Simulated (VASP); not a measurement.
# HfV (Pm-3m) in VASP: single point with PBE

Aim: the single point of HfV with PBE.

Everything below comes from runs of VASP 6.6.1. Logs are shortened: lines on timing, memory, paths and dates and some standing lists are left out, and cuts for length are marked.

## Step 1: The cell of the first run

The structure is cubic, space group Pm-3m (No. 221). Conventional cell: a = 3.117 Å, b = 3.117 Å, c = 3.117 Å, α = 90.00°, β = 90.00°, γ = 90.00°. Within 3.6 Å of Hf (site symmetry m-3m) lie 8 V at 2.70 Å and 6 Hf at 3.12 Å. Within 3.6 Å of V (site symmetry m-3m) lie 8 Hf at 2.70 Å and 6 V at 3.12 Å.

## Step 2: Single point, PBE

Contents of INCAR:

```
PREC     = Accurate       # precision mode
ENCUT    = 500            # plane-wave cutoff, eV
EDIFF    = 1E-6           # SCF threshold, eV
ISMEAR   = -1             # smearing method
SIGMA    = 0.1            # smearing width, eV
LREAL    = False          # projectors in reciprocal space
LASPH    = True           # aspherical terms in the spheres
NELM     = 120            # most SCF steps
ALGO     = Normal         # electronic algorithm
ISIF     = 2              # what is computed and relaxed
LWAVE    = False          # write WAVECAR
LCHARG   = False          # write CHGCAR
GGA      = PE             # functional
NBANDS   = 18             # bands
GGA_COMPAT= False
```

Contents of KPOINTS:

```
regular mesh
0
Gamma
  11 11 11
```

Contents of POSCAR:

```
HfV
1.0
    3.1170840000      0.0000000000      0.0000000000
    0.0000000000      3.1170840000      0.0000000000
    0.0000000000      0.0000000000      3.1170840000
Hf V
1 1
Direct
    0.0000000000      0.0000000000      0.0000000000
    0.5000000000      0.5000000000      0.5000000000
```

Potentials or basis: VASP PAW PBE potentials, release 64 (Hf_pv, V_sv).

Launch:

```bash
> cat potpaw_PBE.64/Hf_pv/POTCAR potpaw_PBE.64/V_sv/POTCAR > POTCAR
> mpirun -np 1 vasp_std > vasp.out
```

OUTCAR:

```text
PREC = Accurate
   ENCUT = 500
   EDIFF = 1E-6
   ISMEAR = -1
   LREAL = False
   LASPH = True
   NELM = 120
   ISIF = 2
   GGA = PE

 ion  position               nearest neighbor table
   1  0.000  0.000  0.000-   2 2.70   2 2.70   2 2.70   2 2.70   2 2.70   2 2.70   2 2.70   2 2.70

   2  0.500  0.500  0.500-   1 2.70   1 2.70   1 2.70   1 2.70   1 2.70   1 2.70   1 2.70   1 2.70

  LATTYP: Found a simple cubic cell.
 ALAT       =     3.1170840000

  Lattice vectors:

 A1 = (   3.1170840000,   0.0000000000,   0.0000000000)
 A2 = (   0.0000000000,   3.1170840000,   0.0000000000)
 A3 = (   0.0000000000,   0.0000000000,   3.1170840000)

Analysis of symmetry for initial positions (statically):
=====================================================================
 Subroutine PRICEL returns:
 Original cell was already a primitive cell.

 Routine SETGRP: Setting up the symmetry group for a
 simple cubic supercell.

 Subroutine GETGRP returns: Found 48 space group operations
 (whereof 48 operations were pure point group operations)
 out of a pool of 48 trial point group operations.

The static configuration has the point symmetry O_h .

Analysis of symmetry for dynamics (positions and initial velocities):
=====================================================================
 Subroutine PRICEL returns:
 Original cell was already a primitive cell.

 Routine SETGRP: Setting up the symmetry group for a
 simple cubic supercell.

 Subroutine GETGRP returns: Found 48 space group operations
 (whereof 48 operations were pure point group operations)
 out of a pool of 48 trial point group operations.

The dynamic configuration has the point symmetry O_h .

 Subroutine INISYM returns: Found 48 space group operations
 (whereof 48 operations are pure point group operations),
 and found     1 'primitive' translations

----------------------------------------------------------------------------------------

                                     Primitive cell

  volume of cell :      30.2863

  direct lattice vectors                    reciprocal lattice vectors
     3.117084000  0.000000000  0.000000000     0.320812657  0.000000000  0.000000000
     0.000000000  3.117084000  0.000000000     0.000000000  0.320812657  0.000000000
     0.000000000  0.000000000  3.117084000     0.000000000  0.000000000  0.320812657

  length of vectors
     3.117084000  3.117084000  3.117084000     0.320812657  0.320812657  0.320812657

  position of ions in fractional coordinates (direct lattice)
     0.000000000  0.000000000  0.000000000
     0.500000000  0.500000000  0.500000000

  ion indices of the primitive-cell ions
   primitive index   ion index
                 1           1
                 2           2

----------------------------------------------------------------------------------------

 KPOINTS: regular mesh

Automatic generation of k-mesh.
 Grid dimensions read from file:
 generate k-points for:   11   11   11

 Generating k-lattice:

  Cartesian coordinates                     Fractional coordinates (reciprocal lattice)
     0.029164787  0.000000000  0.000000000     0.090909091  0.000000000  0.000000000
     0.000000000  0.029164787  0.000000000     0.000000000  0.090909091  0.000000000
     0.000000000  0.000000000  0.029164787     0.000000000  0.000000000  0.090909091

  Length of vectors
     0.029164787  0.029164787  0.029164787

  Shift w.r.t. Gamma in fractional coordinates (k-lattice)
     0.000000000  0.000000000  0.000000000

 Subroutine IBZKPT returns following result:
 ===========================================

 Found     56 irreducible k-points:

 Following reciprocal coordinates:
            Coordinates               Weight
  0.000000  0.000000  0.000000      1.000000
  0.090909  0.000000  0.000000      6.000000
  0.181818  0.000000  0.000000      6.000000
  0.272727  0.000000  0.000000      6.000000
  0.363636  0.000000  0.000000      6.000000
  0.454545  0.000000  0.000000      6.000000
[... 16 lines left out ...]
  0.181818  0.090909  0.090909     24.000000
  0.272727  0.090909  0.090909     24.000000
 [... further k-points ...]
   k-points           NKPTS =     56   k-points in BZ     NKDIM =     56   number of bands    NBANDS=     18
   number of dos      NEDOS =    301   number of ions     NIONS =      2
   total plane-waves  NPLWV =  13824
   dimension x,y,z NGX =    24 NGY =   24 NGZ =   24
   dimension x,y,z NGXF=    48 NGYF=   48 NGZF=   48
   ions per type =               1   1
   NGX,Y,Z   is equivalent  to a cutoff of  12.80, 12.80, 12.80 a.u.
   NGXF,Y,Z  is equivalent  to a cutoff of  25.60, 25.60, 25.60 a.u.
 SYSTEM =  unknown system
   PREC   = accura    normal or accurate (medium, high low for compatibility)
   ISTART =      0    job   : 0-new  1-cont  2-samecut
   ICHARG =      2    charge: 1-file 2-atom 10-const
   ISPIN  =      1    spin polarized calculation?
   LNONCOLLINEAR =      F non collinear calculations
   LSORBIT =      F    spin-orbit coupling
   LASPH  =      T    aspherical Exc in radial PAW
   ENCUT  =  500.0 eV  36.75 Ry    6.06 a.u.   5.68  5.68  5.68*2*pi/ulx,y,z
   NELM   =    120;   NELMIN=  2; NELMDL= -5     # of ELM steps
   EDIFF  = 0.1E-05   stopping-criterion for ELM
   LREAL  =      F    real-space projection
   EDIFFG = 0.1E-04   stopping-criterion for IOM
   NSW    =      0    number of steps for IOM
   IBRION =     -1    ionic relax: 0-MD 1-quasi-New 2-CG
   NFREE  =      0    steps in history (QN), initial steepest desc. (CG)
   ISIF   =      2    stress and relaxation
   ISYM   =      2    0-nonsym 1-usesym 2-fastsym
   POTIM  = 0.5000    time-step for ionic-motion
   TEBEG  =    0.0;   TEEND  =   0.0 temperature during run
   PSTRESS=    0.0 pullay stress
   NELECT =      23.0000    total number of electrons
   NUPDOWN=      -1.0000    fix difference up-down
   EMIN   =  10.00;   EMAX   =-10.00  energy-range for DOS
   EFERMI =   0.00;   METHOD = LEGACY
   ISMEAR =    -1;   SIGMA  =   0.10  broadening in eV -4-tet -1-fermi 0-gaus
   EFERMI_NEDOS =   21; number of points for ismear=-14 and -15
   IALGO  =     38    algorithm
   IMIX   =      4    mixing-type and parameters
     AMIX     =   0.40;   BMIX     =  1.00
     AMIX_MAG =   1.60;   BMIX_MAG =  1.00
  volume/ion in A,a.u.               =      15.14       102.19
  Fermi-wavevector in a.u.,A,eV,Ry     =   1.493604  2.822503 30.352615  2.230854
  Thomas-Fermi vector in A             =   2.605984
   LORBIT       =      0    0 simple, 1 ext, 2 COOP (PROOUT), +10 PAW based schemes
   GGA     = PE    functional components
   LHFCALC =     F    Hartree Fock is set to
   AEXX    =    0.0000 exact exchange contribution
   IVDW    =     0    specifies the selected vdW correction
   LEPSILON=     F    determine dielectric tensor
   LRPA    =     F    only Hartree local field effects (RPA)
 non-spin polarized calculation
  energy-cutoff  :      500.00
  volume of cell :       30.29
 maximum number of plane-waves:       784
 NGX is ok and might be reduce to    24
   NGX = 11   NGY = 11   NGZ = 11

 number of electron      23.0000008 magnetization

 Free energy of the ion-electron system (eV)
  ---------------------------------------------------
  ext. energy  EPLUGINS =         0.00000000
  ---------------------------------------------------
  free energy    TOTEN  =       -18.16809301 eV

  energy without entropy =      -18.03844711  energy(sigma->0) =      -18.10327006

 E-fermi :   8.0308     XC(G=0): -12.7546

 val. band max:        8.0279530572   @ k =   0.4545   0.2727   0.1818
 cond. band min:       8.0331512998   @ k =   0.4545   0.1818   0.0000
 fundamental gap:      0.0051982427
 Fermi energy:         8.0307915288

 k-point     1 :       0.0000    0.0000    0.0000
  band No.  band energies     occupation
      1     -55.4300      2.00000
      2     -29.2984      2.00000
      3     -29.2984      2.00000
      4     -29.2984      2.00000
      5     -21.0893      2.00000
      6     -21.0893      2.00000
[... 10 lines left out ...]
     17      15.1358      0.00000
     18      15.1358      0.00000

 k-point     2 :       0.0909    0.0000    0.0000
  band No.  band energies     occupation
      1     -55.4294      2.00000
      2     -29.3067      2.00000
      3     -29.2964      2.00000
      4     -29.2964      2.00000
      5     -21.1392      2.00000
      6     -21.0885      2.00000
[... 10 lines left out ...]
     17      14.3466      0.00000
     18      15.0323      0.00000

 k-point     3 :       0.1818    0.0000    0.0000
  band No.  band energies     occupation
      1     -55.4277      2.00000
      2     -29.3290      2.00000
      3     -29.2910      2.00000
      4     -29.2910      2.00000
      5     -21.2709      2.00000
      6     -21.0863      2.00000
[... 10 lines left out ...]
     17      13.0684      0.00000
     18      14.7480      0.00000

 k-point     4 :       0.2727    0.0000    0.0000
  band No.  band energies     occupation
      1     -55.4254      2.00000
      2     -29.3578      2.00000
      3     -29.2841      2.00000
      4     -29.2841      2.00000
      5     -21.4389      2.00000
      6     -21.0835      2.00000
[... 375 lines left out ...]
      4     -29.2975      2.00000
      5     -21.1534      2.00000
      6     -21.1265      2.00000
[... 10 lines left out ...]
     17      14.2769      0.00000
     18      14.2769      0.00000

 k-point    23 :       0.1818    0.0909    0.0909
  band No.  band energies     occupation
      1     -55.4262      2.00000
      2     -29.3288      2.00000
      3     -29.3007      2.00000
      4     -29.2957      2.00000
      5     -21.2660      2.00000
      6     -21.1325      2.00000
[... 10 lines left out ...]
     17      13.0313      0.00000
     18      14.3788      0.00000

 k-point    24 :       0.2727    0.0909    0.0909
  band No.  band energies     occupation
      1     -55.4239      2.00000
      2     -29.3591      2.00000
      3     -29.2934      2.00000
      4     -29.2923      2.00000
      5     -21.4265      2.00000
      6     -21.1231      2.00000
[... 10 lines left out ...]
     17      11.9407      0.00000
     18      14.2357      0.00000

 [... further k-points ...]

------------------------ aborting loop because EDIFF is reached ----------------------------------------

  FORCE on cell =-STRESS in cart. coord.  units (eV):
  Direction    XX          YY          ZZ          XY          YZ          ZX
  --------------------------------------------------------------------------------------
  -------------------------------------------------------------------------------------
  Total        5.1894496      5.1894496      5.1894496     -0.0000000      0.0000000      0.0000000
  in kB      274.5278233    274.5278233    274.5278233     -0.0000000      0.0000000      0.0000000
  external PRESSURE =     274.5278233 kB  Pullay stress =       0.0000000 kB

 VOLUME and BASIS-vectors are now :
 -----------------------------------------------------------------------------
  energy-cutoff  :      500.00
  volume of cell :       30.29
      direct lattice vectors                 reciprocal lattice vectors
     3.117084000  0.000000000  0.000000000     0.320812657  0.000000000  0.000000000
     0.000000000  3.117084000  0.000000000     0.000000000  0.320812657  0.000000000
     0.000000000  0.000000000  3.117084000     0.000000000  0.000000000  0.320812657

 POSITION                                       TOTAL-FORCE (eV/Angst)
 -----------------------------------------------------------------------------------
      0.00000      0.00000      0.00000         0.000000      0.000000      0.000000
      1.55854      1.55854      1.55854         0.000000      0.000000      0.000000
 -----------------------------------------------------------------------------------
    total drift:                                0.000000      0.000000     -0.000000

  FREE ENERGIE OF THE ION-ELECTRON SYSTEM (eV)
  ---------------------------------------------------
  free  energy   TOTEN  =       -18.1680930092 eV

  energy  without entropy=      -18.0384471079  energy(sigma->0) =      -18.10327006
```

It took 24 s on 1 thread of AMD EPYC 7R43 (Zen 3), shared host; peak memory 0.12 GiB.

Results:

| Item | Value |
| --- | --- |
| Free energy | -18.1681 eV |
| Pressure | 27.5 GPa |
| Band gap on the k mesh | zero (an odd number of electrons rules out a gap without spin polarisation) |

Levels at points of the mesh, in eV from the Fermi level:
| k point | band 8 | band 9 | band 10 | band 11 | band 12 | band 13 | band 14 | band 15 |
| --- | --- | --- | --- | --- | --- | --- | --- | --- |
| (0.00, 0.00, 0.00) | -7.26 | -3.46 | -3.46 | 0.70 | 0.70 | 0.70 | 3.58 | 3.58 |

Caveat: the cell stands under pressure; spin-orbit coupling is left out, which moves the levels of the heavy elements.
